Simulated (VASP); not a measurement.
# GaN: single point with HSE06

Crystal: GaN.

```
CELL_PARAMETERS angstrom
0.00000 2.12000 2.12000
2.12000 0.00000 2.12000
2.12000 2.12000 0.00000
ATOMIC_POSITIONS crystal
Ga 0.00000 0.00000 0.00000
N 0.50000 0.50000 0.50000
```

```json
{
 "Program": "VASP 6.6.1",
 "Task": "single point",
 "Functional": "HSE06",
 "Potentials or basis": "VASP PAW PBE potentials, release 64 (Ga_d, N)",
 "Cutoff": "520 eV",
 "k mesh": "8 × 8 × 8",
 "Occupations": "gaussian, width 0.05 eV",
 "Spin": "no spin polarisation",
 "Dipole correction": "no",
 "Grid for exact exchange (PRECFOCK)": "Normal",
 "Further INCAR settings": "ALGO = Normal; EDIFF = 1e-07; NBANDS = 16",
 "Share of exact exchange": "0.25",
 "Screening parameter": "0.2079 1/Å"
}
```

```json
{
  "Pressure": "-4.3 GPa",
  "Band gap on the k mesh": "1.80 eV (least direct gap 3.92 eV)"
}
```

Levels at points of the mesh, in eV from the valence-band top:
| k point | band 5 | band 6 | band 7 | band 8 | band 9 | band 10 | band 11 | band 12 | band 13 | band 14 |
| --- | --- | --- | --- | --- | --- | --- | --- | --- | --- | --- |
| (0.00, 0.00, 0.00) | -16.21 | -16.21 | -0.48 | -0.48 | -0.48 | 3.44 | 16.10 | 16.10 | 16.10 | 17.79 |
| (0.50, 0.00, 0.00) | -16.04 | -15.56 | -8.85 | -0.19 | -0.19 | 5.92 | 10.57 | 10.57 | 11.40 | 17.97 |
| (0.50, 0.50, 0.00) | -15.98 | -12.63 | -7.61 | -3.21 | -3.21 | 1.80 | 8.95 | 13.90 | 16.55 | 16.55 |

Run time: 39 min on 4 MPI ranks on Intel(R) Xeon(R) Platinum 8375C CPU @ 2.90GHz (Ice Lake), with other jobs on the host, peak memory 0.24 GiB a rank.

Caveat: the cell stands under tension; the PAW data sets were made with another functional, which shifts forces and pressure a little. A k mesh can miss the band edges.
